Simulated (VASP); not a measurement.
Here is a VASP 6.6.1 calculation.

Contents of POSCAR:

```
Ga3Bi2As
1.0
    4.3389939450      0.0000000000      0.0000000000
   -2.1694969725      3.7576789832      0.0000000000
    0.0000000000      0.0000000000     10.6220528701
As Bi Ga
1 2 3
Direct
    0.0000000000      0.0000000000      0.0002928626
    0.3333333333      0.6666666667      0.3243475444
    0.6666666667      0.3333333333      0.6742455647
    0.3333333333      0.6666666667      0.0650415395
    0.6666666667      0.3333333333      0.4174205607
    0.0000000000      0.0000000000      0.7686519281
```

INCAR.step1

```
SYSTEM = Ga3Bi2As
PREC = Accurate
ENCUT = 520
EDIFF = 1E-5
ISMEAR = -1
SIGMA = 0.02
LREAL = .FALSE.
LASPH = .TRUE.
NELM = 100
ALGO = Normal
ISIF = 2
LWAVE = .TRUE.
LCHARG = .FALSE.
GGA = PE
NBANDS = 46
LUSENCCL = .FALSE.
```

Contents of INCAR.step2:

```
SYSTEM = Ga3Bi2As
PREC = Accurate
ENCUT = 520
EDIFF = 1E-6
ISMEAR = -1
SIGMA = 0.02
LREAL = .FALSE.
LASPH = .TRUE.
NELM = 100
ALGO = Normal
ISIF = 2
LWAVE = .FALSE.
LCHARG = .FALSE.
GGA = PE
LHFCALC = .TRUE.
AEXX = 0.05
PRECFOCK = Fast
ISTART = 1
NBANDS = 46
LUSENCCL = .FALSE.
```

KPOINTS

```
regular mesh
0
G
  6 6 2
  0 0 0
```

Potentials or basis: VASP PAW PBE potentials, release 64 (As, Bi_d, Ga_d).

Run with:

```bash
$ cat potpaw_PBE.64/As/POTCAR potpaw_PBE.64/Bi_d/POTCAR potpaw_PBE.64/Ga_d/POTCAR > POTCAR
$ cp INCAR.step1 INCAR
$ mpirun -np 1 vasp_std > vasp.out
$ cp INCAR.step2 INCAR
$ mpirun -np 1 vasp_std > vasp.out
```

Problem. Predict the band gap on the k mesh.

Solution. Zero (bands 37 and 38 overlap by 0.17 eV).

Problem. Estimate the pressure.

Solution. 1.7 GPa.

Problem. Estimate the largest force.

Solution. 0.092 eV/Å.

Stress tensor (GPa, compression positive):
```
1.61 0.00 0.00
0.00 1.61 0.00
0.00 0.00 1.95
```

Caveat: the PAW data sets were made with another functional, which shifts forces and pressure a little; spin-orbit coupling is left out, which moves the levels of the heavy elements.
